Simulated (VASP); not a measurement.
A run of VASP 6.6.1 is set up as follows.

Contents of INCAR:

```
SYSTEM = SiC
PREC = Accurate
ENCUT = 520
EDIFF = 1E-6
ISMEAR = 0
SIGMA = 0.05
LREAL = .FALSE.
LASPH = .TRUE.
NELM = 100
ALGO = Normal
ISIF = 2
LWAVE = .FALSE.
LCHARG = .FALSE.
GGA = PE
NBANDS = 16
```

KPOINTS

```
regular mesh
0
G
  12 12 6
  0 0 0
```

The input POSCAR:

```
SiC
1.0
    2.9680957510      0.0000000000      0.0000000000
   -1.4840478755      2.5704463213      0.0000000000
    0.0000000000      0.0000000000      5.2769820245
Si C
2 2
Direct
    0.3333333333      0.6666666667      0.0045635313
    0.6666666667      0.3333333333      0.5045635313
    0.3333333333      0.6666666667      0.3804364687
    0.6666666667      0.3333333333      0.8804364687
```

Potentials or basis: VASP PAW PBE potentials, release 64 (Si, C).

The run is started by

```console
$ cat potpaw_PBE.64/Si/POTCAR potpaw_PBE.64/C/POTCAR > POTCAR
$ mpirun -np 1 vasp_std > vasp.out
```

(1) Estimate the band gap on the k mesh.

(2) Predict the largest force.

(3) Estimate the pressure.

Results:

(1) 1.90 eV, indirect (least direct gap 4.41 eV).

(2) 0.636 eV/Å.

(3) 12.1 GPa.

Caveat: the cell differs from its parent crystal (strain -0.040 along x and y, +0.040 along z).
